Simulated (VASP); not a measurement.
# ZnSe (F-43m) in VASP: notebook

ZnSe is run at these levels: PBEsol; tasks: single point, relaxation of cell and atoms.

All numbers are computed with VASP 6.6.1; they aren't measurements. Logs are shortened: lines on timing, memory, paths and dates and some standing lists are left out, and cuts for length are marked.

**1. The cell of the first run**

It takes space group F-43m (No. 216, cubic). The conventional cell has a = 5.650 Å, b = 5.650 Å, c = 5.650 Å, α = 90.00°, β = 90.00°, γ = 90.00°. Within 3.2 Å of Zn (site symmetry -43m) lie 4 Se at 2.45 Å. Within 3.2 Å of Se (site symmetry -43m) lie 4 Zn at 2.45 Å.

**2. Single point, PBEsol**

INCAR

```
PREC = Accurate
ENCUT = 500
EDIFF = 1E-6
ISMEAR = 0
SIGMA = 0.1
LREAL = F
LASPH = T
NELM = 120
ALGO = Normal
ISIF = 2
LWAVE = F
LCHARG = F
GGA = PS
NBANDS = 16
GGA_COMPAT = F
```

KPOINTS

```
regular mesh
0
Gamma
  6 6 6
```

POSCAR

```
ZnSe
1.0
    0.0000000000      2.8250000000      2.8250000000
    2.8250000000      0.0000000000      2.8250000000
    2.8250000000      2.8250000000      0.0000000000
Zn Se
1 1
Direct
    0.0000000000      0.0000000000      0.0000000000
    0.2500000000      0.2500000000      0.2500000000
```

Potentials or basis: VASP PAW PBE potentials, release 64 (Zn, Se).

Command:

```bash
$ cat potpaw_PBE.64/Zn/POTCAR potpaw_PBE.64/Se/POTCAR > POTCAR
$ mpirun -np 1 vasp_std > vasp.out
```

OUTCAR:

```text
PREC = Accurate
   ENCUT = 500
   EDIFF = 1E-6
   ISMEAR = 0
   LREAL = F
   LASPH = T
   NELM = 120
   ISIF = 2
   GGA = PS

 ion  position               nearest neighbor table
   1  0.000  0.000  0.000-   2 2.45   2 2.45   2 2.45   2 2.45
   2  0.250  0.250  0.250-   1 2.45   1 2.45   1 2.45   1 2.45

  LATTYP: Found a face centered cubic cell.
 ALAT       =     5.6500000000

  Lattice vectors:

 A1 = (   0.0000000000,   2.8250000000,   2.8250000000)
 A2 = (   2.8250000000,   0.0000000000,   2.8250000000)
 A3 = (   2.8250000000,   2.8250000000,   0.0000000000)

Analysis of symmetry for initial positions (statically):
=====================================================================
 Subroutine PRICEL returns:
 Original cell was already a primitive cell.

 Routine SETGRP: Setting up the symmetry group for a
 face centered cubic supercell.

 Subroutine GETGRP returns: Found 24 space group operations
 (whereof 24 operations were pure point group operations)
 out of a pool of 48 trial point group operations.

The static configuration has the point symmetry T_d .

Analysis of symmetry for dynamics (positions and initial velocities):
=====================================================================
 Subroutine PRICEL returns:
 Original cell was already a primitive cell.

 Routine SETGRP: Setting up the symmetry group for a
 face centered cubic supercell.

 Subroutine GETGRP returns: Found 24 space group operations
 (whereof 24 operations were pure point group operations)
 out of a pool of 48 trial point group operations.

The dynamic configuration has the point symmetry T_d .

 Subroutine INISYM returns: Found 24 space group operations
 (whereof 24 operations are pure point group operations),
 and found     1 'primitive' translations

----------------------------------------------------------------------------------------

                                     Primitive cell

  volume of cell :      45.0905

  direct lattice vectors                    reciprocal lattice vectors
     0.000000000  2.825000000  2.825000000    -0.176991150  0.176991150  0.176991150
     2.825000000  0.000000000  2.825000000     0.176991150 -0.176991150  0.176991150
     2.825000000  2.825000000  0.000000000     0.176991150  0.176991150 -0.176991150

  length of vectors
     3.995153314  3.995153314  3.995153314     0.306557665  0.306557665  0.306557665

  position of ions in fractional coordinates (direct lattice)
     0.000000000  0.000000000  0.000000000
     0.250000000  0.250000000  0.250000000

  ion indices of the primitive-cell ions
   primitive index   ion index
                 1           1
                 2           2

----------------------------------------------------------------------------------------

 KPOINTS: regular mesh

Automatic generation of k-mesh.
 Grid dimensions read from file:
 generate k-points for:    6    6    6

 Generating k-lattice:

  Cartesian coordinates                     Fractional coordinates (reciprocal lattice)
    -0.029498525  0.029498525  0.029498525     0.166666667  0.000000000  0.000000000
     0.029498525 -0.029498525  0.029498525     0.000000000  0.166666667  0.000000000
     0.029498525  0.029498525 -0.029498525     0.000000000  0.000000000  0.166666667

  Length of vectors
     0.051092944  0.051092944  0.051092944

  Shift w.r.t. Gamma in fractional coordinates (k-lattice)
     0.000000000  0.000000000  0.000000000

 Subroutine IBZKPT returns following result:
 ===========================================

 Found     16 irreducible k-points:

 Following reciprocal coordinates:
            Coordinates               Weight
  0.000000  0.000000  0.000000      1.000000
  0.166667  0.000000  0.000000      8.000000
  0.333333  0.000000  0.000000      8.000000
  0.500000  0.000000  0.000000      4.000000
  0.166667  0.166667  0.000000      6.000000
  0.333333  0.166667  0.000000     24.000000
[... 8 lines left out ...]
 -0.333333  0.333333  0.166667     24.000000
 -0.333333  0.500000  0.166667     12.000000
   k-points           NKPTS =     16   k-points in BZ     NKDIM =     16   number of bands    NBANDS=     16
   number of dos      NEDOS =    301   number of ions     NIONS =      2
   total plane-waves  NPLWV =  27000
   dimension x,y,z NGX =    30 NGY =   30 NGZ =   30
   dimension x,y,z NGXF=    60 NGYF=   60 NGZF=   60
   ions per type =               1   1
   NGX,Y,Z   is equivalent  to a cutoff of  12.48, 12.48, 12.48 a.u.
   NGXF,Y,Z  is equivalent  to a cutoff of  24.97, 24.97, 24.97 a.u.
 SYSTEM =  unknown system
   PREC   = accura    normal or accurate (medium, high low for compatibility)
   ISTART =      0    job   : 0-new  1-cont  2-samecut
   ICHARG =      2    charge: 1-file 2-atom 10-const
   ISPIN  =      1    spin polarized calculation?
   LNONCOLLINEAR =      F non collinear calculations
   LSORBIT =      F    spin-orbit coupling
   LASPH  =      T    aspherical Exc in radial PAW
   ENCUT  =  500.0 eV  36.75 Ry    6.06 a.u.   7.28  7.28  7.28*2*pi/ulx,y,z
   NELM   =    120;   NELMIN=  2; NELMDL= -5     # of ELM steps
   EDIFF  = 0.1E-05   stopping-criterion for ELM
   LREAL  =      F    real-space projection
   EDIFFG = 0.1E-04   stopping-criterion for IOM
   NSW    =      0    number of steps for IOM
   IBRION =     -1    ionic relax: 0-MD 1-quasi-New 2-CG
   NFREE  =      0    steps in history (QN), initial steepest desc. (CG)
   ISIF   =      2    stress and relaxation
   ISYM   =      2    0-nonsym 1-usesym 2-fastsym
   POTIM  = 0.5000    time-step for ionic-motion
   TEBEG  =    0.0;   TEEND  =   0.0 temperature during run
   PSTRESS=    0.0 pullay stress
   NELECT =      18.0000    total number of electrons
   NUPDOWN=      -1.0000    fix difference up-down
   EMIN   =  10.00;   EMAX   =-10.00  energy-range for DOS
   EFERMI =   0.00;   METHOD = LEGACY
   ISMEAR =     0;   SIGMA  =   0.10  broadening in eV -4-tet -1-fermi 0-gaus
   EFERMI_NEDOS =   21; number of points for ismear=-14 and -15
   IALGO  =     38    algorithm
   IMIX   =      4    mixing-type and parameters
     AMIX     =   0.40;   BMIX     =  1.00
     AMIX_MAG =   1.60;   BMIX_MAG =  1.00
  volume/ion in A,a.u.               =      22.55       152.14
  Fermi-wavevector in a.u.,A,eV,Ry     =   1.205417  2.277907 19.769666  1.453029
  Thomas-Fermi vector in A             =   2.341114
   LORBIT       =      0    0 simple, 1 ext, 2 COOP (PROOUT), +10 PAW based schemes
   GGA     = PS    functional components
   LHFCALC =     F    Hartree Fock is set to
   AEXX    =    0.0000 exact exchange contribution
   IVDW    =     0    specifies the selected vdW correction
   LEPSILON=     F    determine dielectric tensor
   LRPA    =     F    only Hartree local field effects (RPA)
 non-spin polarized calculation
 Gauss-broadening in eV      SIGMA  =   0.10
  energy-cutoff  :      500.00
  volume of cell :       45.09
 maximum number of plane-waves:      1167
 NGX is ok and might be reduce to    30
   NGX = 15   NGY = 15   NGZ = 15

 number of electron      18.0000005 magnetization

 Free energy of the ion-electron system (eV)
  ---------------------------------------------------
  ext. energy  EPLUGINS =         0.00000000
  ---------------------------------------------------
  free energy    TOTEN  =        -6.76722619 eV

  energy without entropy =       -6.76722619  energy(sigma->0) =       -6.76722619

 E-fermi :   2.0227     XC(G=0):  -9.5673

 val. band max:        1.5722839684   @ k =   0.0000   0.0000   0.0000
 cond. band min:       2.7781485718   @ k =   0.0000   0.0000   0.0000
 fundamental gap:      1.2058646033
 Fermi energy:         2.0226821689

 k-point     1 :       0.0000    0.0000    0.0000
  band No.  band energies     occupation
      1     -11.7739      2.00000
      2      -5.0221      2.00000
      3      -5.0221      2.00000
      4      -5.0221      2.00000
      5      -4.6423      2.00000
      6      -4.6423      2.00000
[... 8 lines left out ...]
     15      13.0176      0.00000
     16      13.0176      0.00000

 k-point     2 :       0.1667    0.0000    0.0000
  band No.  band energies     occupation
      1     -11.5946      2.00000
      2      -5.0088      2.00000
      3      -4.9948      2.00000
      4      -4.9948      2.00000
      5      -4.6442      2.00000
      6      -4.6442      2.00000
[... 8 lines left out ...]
     15      11.9650      0.00000
     16      12.4384      0.00000

 k-point     3 :       0.3333    0.0000    0.0000
  band No.  band energies     occupation
      1     -11.1910      2.00000
      2      -4.9491      2.00000
      3      -4.9491      2.00000
      4      -4.8589      2.00000
      5      -4.6358      2.00000
      6      -4.6358      2.00000
[... 8 lines left out ...]
     15      12.5670      0.00000
     16      12.5670      0.00000

 k-point     4 :       0.5000    0.0000    0.0000
  band No.  band energies     occupation
      1     -10.9596      2.00000
      2      -4.9326      2.00000
      3      -4.9326      2.00000
      4      -4.6234      2.00000
      5      -4.6234      2.00000
      6      -4.4807      2.00000
[... 8 lines left out ...]
     15      14.6565      0.00000
     16      14.6565      0.00000

 k-point     5 :       0.1667    0.1667    0.0000
  band No.  band energies     occupation
      1     -11.5346      2.00000
      2      -5.0381      2.00000
      3      -4.9687      2.00000
      4      -4.9687      2.00000
      5      -4.6616      2.00000
      6      -4.6298      2.00000
[... 8 lines left out ...]
     15      13.4119      0.00000
     16      13.4860      0.00000

 k-point     6 :       0.3333    0.1667    0.0000
  band No.  band energies     occupation
      1     -11.2019      2.00000
      2      -4.9939      2.00000
      3      -4.9143      2.00000
      4      -4.8954      2.00000
      5      -4.6550      2.00000
      6      -4.6193      2.00000
[... 8 lines left out ...]
     15      13.7455      0.00000
     16      14.0137      0.00000

 k-point     7 :       0.5000    0.1667    0.0000
  band No.  band energies     occupation
      1     -10.8973      2.00000
      2      -4.9332      2.00000
      3      -4.8912      2.00000
      4      -4.7002      2.00000
      5      -4.6197      2.00000
      6      -4.5048      2.00000
[... 8 lines left out ...]
     15      14.2621      0.00000
     16      14.7041      0.00000

 k-point     8 :      -0.3333    0.1667    0.0000
  band No.  band energies     occupation
      1     -10.9752      2.00000
      2      -4.9264      2.00000
      3      -4.9103      2.00000
      4      -4.7300      2.00000
      5      -4.6464      2.00000
      6      -4.5882      2.00000
[... 8 lines left out ...]
     15      13.1643      0.00000
     16      14.6563      0.00000

 k-point     9 :      -0.1667    0.1667    0.0000
  band No.  band energies     occupation
      1     -11.3371      2.00000
      2      -4.9690      2.00000
      3      -4.9615      2.00000
      4      -4.9439      2.00000
      5      -4.6583      2.00000
      6      -4.6262      2.00000
[... 8 lines left out ...]
     15      12.7217      0.00000
     16      14.1412      0.00000

 k-point    10 :       0.3333    0.3333    0.0000
  band No.  band energies     occupation
      1     -10.9941      2.00000
      2      -5.0281      2.00000
      3      -4.8404      2.00000
      4      -4.8404      2.00000
      5      -4.6428      2.00000
      6      -4.6048      2.00000
[... 8 lines left out ...]
     15      14.5231      0.00000
     16      16.7375      0.00000

 k-point    11 :       0.5000    0.3333    0.0000
  band No.  band energies     occupation
      1     -10.7595      2.00000
      2      -4.9655      2.00000
      3      -4.8046      2.00000
      4      -4.7705      2.00000
      5      -4.6061      2.00000
      6      -4.4873      2.00000
[... 8 lines left out ...]
     15      15.0555      0.00000
     16      15.8440      0.00000

 k-point    12 :      -0.3333    0.3333    0.0000
  band No.  band energies     occupation
      1     -10.7522      2.00000
      2      -4.9260      2.00000
      3      -4.8371      2.00000
      4      -4.6869      2.00000
      5      -4.6344      2.00000
      6      -4.4088      2.00000
[... 8 lines left out ...]
     15      12.6701      0.00000
     16      17.0823      0.00000

 k-point    13 :       0.5000    0.5000    0.0000
  band No.  band energies     occupation
      1     -10.6830      2.00000
      2      -5.0043      2.00000
      3      -4.7620      2.00000
      4      -4.7620      2.00000
      5      -4.5923      2.00000
      6      -4.4617      2.00000
[... 8 lines left out ...]
     15      15.5299      0.00000
     16      15.9820      0.00000

 k-point    14 :       0.5000    0.3333    0.1667
  band No.  band energies     occupation
      1     -10.9104      2.00000
      2      -4.9330      2.00000
      3      -4.8814      2.00000
      4      -4.7808      2.00000
      5      -4.6262      2.00000
      6      -4.5768      2.00000
[... 8 lines left out ...]
     15      14.4051      0.00000
     16      15.8755      0.00000

 k-point    15 :      -0.3333    0.3333    0.1667
  band No.  band energies     occupation
      1     -10.7522      2.00000
      2      -4.9104      2.00000
      3      -4.8510      2.00000
      4      -4.6805      2.00000
      5      -4.6497      2.00000
      6      -4.3932      2.00000
[... 8 lines left out ...]
     15      14.5672      0.00000
     16      15.6053      0.00000

 k-point    16 :      -0.3333    0.5000    0.1667
  band No.  band energies     occupation
      1     -10.6790      2.00000
      2      -4.9299      2.00000
      3      -4.7999      2.00000
      4      -4.7267      2.00000
      5      -4.6280      2.00000
      6      -4.3643      2.00000
[... 8 lines left out ...]
     15      15.3450      0.00000
     16      15.6786      0.00000

------------------------ aborting loop because EDIFF is reached ----------------------------------------

  FORCE on cell =-STRESS in cart. coord.  units (eV):
  Direction    XX          YY          ZZ          XY          YZ          ZX
  --------------------------------------------------------------------------------------
  -------------------------------------------------------------------------------------
  Total       -0.0796940     -0.0796940     -0.0796940     -0.0000000      0.0000000      0.0000000
  in kB       -2.8317251     -2.8317251     -2.8317251     -0.0000000      0.0000000      0.0000000
  external PRESSURE =      -2.8317251 kB  Pullay stress =       0.0000000 kB

 VOLUME and BASIS-vectors are now :
 -----------------------------------------------------------------------------
  energy-cutoff  :      500.00
  volume of cell :       45.09
      direct lattice vectors                 reciprocal lattice vectors
     0.000000000  2.825000000  2.825000000    -0.176991150  0.176991150  0.176991150
     2.825000000  0.000000000  2.825000000     0.176991150 -0.176991150  0.176991150
     2.825000000  2.825000000  0.000000000     0.176991150  0.176991150 -0.176991150

 POSITION                                       TOTAL-FORCE (eV/Angst)
 -----------------------------------------------------------------------------------
      0.00000      0.00000      0.00000         0.000000      0.000000      0.000000
      1.41250      1.41250      1.41250        -0.000000     -0.000000     -0.000000
 -----------------------------------------------------------------------------------
    total drift:                               -0.000000     -0.000000     -0.000000

  FREE ENERGIE OF THE ION-ELECTRON SYSTEM (eV)
  ---------------------------------------------------
  free  energy   TOTEN  =        -6.7672261930 eV

  energy  without entropy=       -6.7672261930  energy(sigma->0) =       -6.76722619
```

Run time: 7 s. Hardware: 1 thread of Intel Xeon 6975P-C (Granite Rapids), shared host; peak memory 0.17 GiB.

What came out:

```
Free energy            : -6.7672 eV
Pressure               : -0.3 GPa
Band gap on the k mesh : 1.21 eV
```

Levels at points of the mesh, in eV from the valence-band top:
```csv
k point,band 7,band 8,band 9,band 10,band 11,band 12
"(0.00, 0.00, 0.00)",0.00,0.00,0.00,1.21,5.73,5.73
"(0.50, 0.00, 0.00)",-5.35,-0.89,-0.89,2.46,6.30,6.30
"(0.50, 0.50, 0.00)",-4.83,-2.24,-2.24,2.81,3.37,10.68
```

Caveat: the PAW data sets were made with another functional, which shifts forces and pressure a little.

[end of part 1 of 2]
